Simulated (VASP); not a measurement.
# Ti6H in VASP: notebook, part 2 of 2

VASP 6.6.1.

## (3) Single point, PBE

INCAR reads:

```
ALGO     = Normal         # electronic algorithm
DIPOL    = 0.5 0.5 0.328
EDIFF    = 1E-7           # SCF threshold, eV
ENCUT    = 520            # plane-wave cutoff, eV
GGA      = PE             # functional
IDIPOL   = 3            
ISIF     = 2              # what is computed and relaxed
ISMEAR   = 0              # smearing method
LASPH    = T              # aspherical terms in the spheres
LCHARG   = F              # write CHGCAR
LDIPOL   = T            
LREAL    = F              # projectors in reciprocal space
LWAVE    = F              # write WAVECAR
NBANDS   = 86             # bands
NELM     = 80             # most SCF steps
PREC     = Accurate       # precision mode
SIGMA    = 0.1            # smearing width, eV
```

KPOINTS reads:

```
k-points
0
Gamma
  5 6 1
```

POSCAR reads:

```
Ti6H
1.0
    5.6639455763      0.0000000000      0.0000000000
    0.0000000000      4.5793473381      0.0000000000
    0.0000000000      0.0000000000     24.5506933039
Ti H
12 2
Direct
    0.2500000000      0.0000000000      0.1629281891
    0.7500000000      0.0000000000      0.1629281891
    0.0000000000      0.5000000000      0.2167736627
    0.5000000000      0.5000000000      0.2167736627
    0.2500000000      0.0000000000      0.2706191363
    0.7500000000      0.0000000000      0.2706191363
    0.2500000000      0.5000000000      0.3256599435
    0.7500000000      0.5000000000      0.3256599435
    0.0000000000      0.0000000000      0.3779650127
    0.5000000000      0.0000000000      0.3779650127
    0.2500000000      0.5000000000      0.4297513383
    0.7500000000      0.5000000000      0.4297513383
   -0.1319751382      0.0000000000      0.5132520352
    0.1319751382      0.0000000000      0.5132520352
```

Potentials or basis: VASP PAW PBE potentials, release 64 (Ti_sv, H).

Command:

```console
cat potpaw_PBE.64/Ti_sv/POTCAR potpaw_PBE.64/H/POTCAR > POTCAR
mpirun -np 1 vasp_std > vasp.out
```

OUTCAR:

```text
EDIFF = 1E-7
   ENCUT = 520
   GGA = PE
   ISIF = 2
   ISMEAR = 0
   LASPH = T
   LREAL = F
   NELM = 80
   PREC = Accurate

 ion  position               nearest neighbor table
   1  0.250  0.000  0.163-   5 2.64   2 2.83   2 2.83
   2  0.750  0.000  0.163-   6 2.64   1 2.83   1 2.83
   3  0.000  0.500  0.217-   4 2.83   4 2.83
   4  0.500  0.500  0.217-   3 2.83   3 2.83
   5  0.250  0.000  0.271-   1 2.64   7 2.66   7 2.66   6 2.83   6 2.83
   6  0.750  0.000  0.271-   2 2.64   8 2.66   8 2.66   5 2.83   5 2.83
   7  0.250  0.500  0.326-  11 2.56   5 2.66   5 2.66   8 2.83   8 2.83
   8  0.750  0.500  0.326-  12 2.56   6 2.66   6 2.66   7 2.83   7 2.83
   9  0.000  0.000  0.378-  10 2.83  10 2.83
  10  0.500  0.000  0.378-   9 2.83   9 2.83
  11  0.250  0.500  0.430-   7 2.56  12 2.83  12 2.83
  12  0.750  0.500  0.430-   8 2.56  11 2.83  11 2.83
  13  0.868  0.000  0.513-
  14  0.132  0.000  0.513-

  LATTYP: Found a simple orthorhombic cell.
 ALAT       =     4.5793473381
[... 1266 lines left out ...]

  FORCE on cell =-STRESS in cart. coord.  units (eV):
  Direction    XX          YY          ZZ          XY          YZ          ZX
  --------------------------------------------------------------------------------------
  -------------------------------------------------------------------------------------
  Total       -9.4580525    -12.2713929     -4.1278959      0.0000000      0.0000000      0.0000000
  in kB      -23.7972013    -30.8757864    -10.3861095      0.0000000      0.0000000      0.0000000
  external PRESSURE =     -21.6863657 kB  Pullay stress =       0.0000000 kB

 VOLUME and BASIS-vectors are now :
 -----------------------------------------------------------------------------
  energy-cutoff  :      520.00
  volume of cell :      636.78
      direct lattice vectors                 reciprocal lattice vectors
     5.663945576  0.000000000  0.000000000     0.176555369  0.000000000  0.000000000
     0.000000000  4.579347338  0.000000000     0.000000000  0.218371730  0.000000000
     0.000000000  0.000000000 24.550693304     0.000000000  0.000000000  0.040732047

 POSITION                                       TOTAL-FORCE (eV/Angst)
 -----------------------------------------------------------------------------------
      1.41599      0.00000      4.00000         0.000992     -0.000000      0.412809
      4.24796      0.00000      4.00000        -0.000992     -0.000000      0.412809
      0.00000      2.28967      5.32194         0.000000     -0.000000     -0.054429
      2.83197      2.28967      5.32194         0.000000     -0.000000     -0.033756
      1.41599      0.00000      6.64389         0.024851     -0.000000     -0.363853
      4.24796      0.00000      6.64389        -0.024851     -0.000000     -0.363853
      1.41599      2.28967      7.99518        -0.002714     -0.000000      0.023184
      4.24796      2.28967      7.99518         0.002714     -0.000000      0.023184
      0.00000      0.00000      9.27930         0.000000     -0.000000      0.125988
      2.83197      0.00000      9.27930         0.000000     -0.000000      0.027510
      1.41599      2.28967     10.55069         0.028176      0.000000      0.291243
      4.24796      2.28967     10.55069        -0.028176     -0.000000      0.291243
      4.91645      0.00000     12.60069         2.289446     -0.000000     -0.396040
      0.74750      0.00000     12.60069        -2.289446     -0.000000     -0.396040
 -----------------------------------------------------------------------------------
    total drift:                                0.000000      0.000000     -0.000349

  FREE ENERGIE OF THE ION-ELECTRON SYSTEM (eV)
  ---------------------------------------------------
  free  energy   TOTEN  =       -91.2651396876 eV

  energy  without entropy=      -91.1652261655  energy(sigma->0) =      -91.21518293

 vacuum level on the upper side and lower side of the slab         4.510         3.626
```

OSZICAR:

```text
N       E                     dE             d eps       ncg     rms          rms(c)
DAV:   1     0.183100454868E+04    0.18310E+04   -0.78971E+04  2440   0.168E+03
DAV:   2     0.164185557979E+03   -0.16668E+04   -0.16382E+04  2124   0.544E+02
DAV:   3    -0.544018383863E+02   -0.21859E+03   -0.21231E+03  3352   0.173E+02
[... 34 lines left out ...]
DAV:  38    -0.912651386851E+02   -0.11243E-05   -0.55717E-08  1408   0.120E-03    0.413E-04
DAV:  39    -0.912651390134E+02   -0.32828E-06   -0.22983E-08  1320   0.768E-04    0.404E-04
DAV:  40    -0.912651393319E+02   -0.31854E-06   -0.14878E-08  1320   0.528E-04    0.306E-04
DAV:  41    -0.912651396298E+02   -0.29792E-06   -0.85116E-09  1296   0.551E-04    0.137E-04
DAV:  42    -0.912651396876E+02   -0.57735E-07   -0.21485E-09  1272   0.301E-04
   1 F= -.91265140E+02 E0= -.91215183E+02  d E =-.999135E-01
```

stdout:

```text
POSCAR found type information on POSCAR TiH
 POSCAR found :  2 types and      14 ions
 scaLAPACK will be used
 LDA part: xc-table for (Slater+PW92), standard interpolation
 POSCAR, INCAR and KPOINTS ok, starting setup
 FFT: planning ... GRIDC
 FFT: planning ... GRID_SOFT
 FFT: planning ... GRID
 WAVECAR not read
 entering main loop
```

Run time: 90 min. Hardware: 1 thread of Intel Xeon 8259CL, shared host; peak memory 0.91 GiB.

What came out:

```yaml
Free_energy: -91.2651 eV
Largest_force: 2.323 eV/Å
Band_gap_on_the_k_mesh: zero (bands 73 and 74 overlap by 0.13 eV)
```

Forces on the atoms (eV/Å):
```
Ti   0.001  0.000  0.413
Ti  -0.001  0.000  0.413
Ti   0.000  0.000 -0.054
Ti   0.000  0.000 -0.034
Ti   0.025  0.000 -0.364
Ti  -0.025  0.000 -0.364
Ti  -0.003  0.000  0.023
Ti   0.003  0.000  0.023
Ti   0.000  0.000  0.126
Ti   0.000  0.000  0.028
Ti   0.028  0.000  0.291
Ti  -0.028  0.000  0.291
H    2.289  0.000 -0.396
H   -2.289  0.000 -0.396
```

## (4) Single point, PBE

INCAR reads:

```
ALGO = Normal
DIPOL = 0.5 0.5 0.323
EDIFF = 1E-6
ENCUT = 520
GGA = PE
IDIPOL = 3
ISIF = 2
ISMEAR = 0
LASPH = T
LCHARG = F
LDIPOL = T
LREAL = F
LWAVE = F
NBANDS = 86
NELM = 80
PREC = Accurate
SIGMA = 0.1
```

KPOINTS is that of step 3.

Edit POSCAR of step 3 so:

```diff
@@ -20,3 +20,3 @@
     0.7500000000      0.5000000000      0.4297513383
-   -0.1319751382      0.0000000000      0.5132520352
-    0.1319751382      0.0000000000      0.5132520352
+   -0.0573804949      0.0000000000      0.4741492698
+    0.0573804949      0.0000000000      0.4741492698
```

Command:

```console
cat potpaw_PBE.64/Ti_sv/POTCAR potpaw_PBE.64/H/POTCAR > POTCAR
mpirun -np 1 vasp_std > vasp.out
```

Wall time 50 min (1 thread of Intel Xeon Platinum 8259CL at 2.50GHz (Skylake/Cascade Lake), shared host); peak memory 0.87 GiB.

Results (log left out):

- Free energy: -92.9105 eV
- Largest force: 6.311 eV/Å
- Band gap on the k mesh: zero (bands 73 and 74 overlap by 0.10 eV)

Forces on the atoms (eV/Å):
```
Ti  -0.006  0.000  0.408
Ti   0.006  0.000  0.408
Ti   0.000  0.000 -0.042
Ti   0.000  0.000 -0.032
Ti   0.030  0.000 -0.375
Ti  -0.030  0.000 -0.375
Ti  -0.061  0.000  0.154
Ti   0.061  0.000  0.154
Ti   0.000  0.000  0.478
Ti   0.000  0.000 -0.172
Ti   0.341  0.000 -0.259
Ti  -0.341  0.000 -0.259
H   -6.311  0.000 -0.044
H    6.311  0.000 -0.044
```

Levels at points of the mesh, in eV from the Fermi level:
| k point | band 71 | band 72 | band 73 | band 74 | band 75 | band 76 |
| --- | --- | --- | --- | --- | --- | --- |
| (0.00, 0.00, 0.00) | -0.42 | -0.17 | -0.04 | -0.01 | 0.04 | 0.25 |
| (0.00, 0.50, 0.00) | -0.24 | -0.17 | -0.01 | 0.23 | 0.28 | 0.35 |

## (5) The runs side by side

| cell | gap on the mesh (eV) | largest force (eV/Å) |
| --- | --- | --- |
| as given, atomic positions A | none | 1.02 |
| as given, atomic positions B | none | 2.32 |
| as given, atomic positions C | none | 6.31 |

Alike in all rows: task single point; level PBE; potentials or basis VASP PAW PBE potentials, release 64 (Ti_sv, H); no spin polarisation; k mesh 5 × 6 × 1; cutoff (eV) 520; smearing gaussian 0.1 eV.

Absolute energies hang on the potentials; compare differences alone.
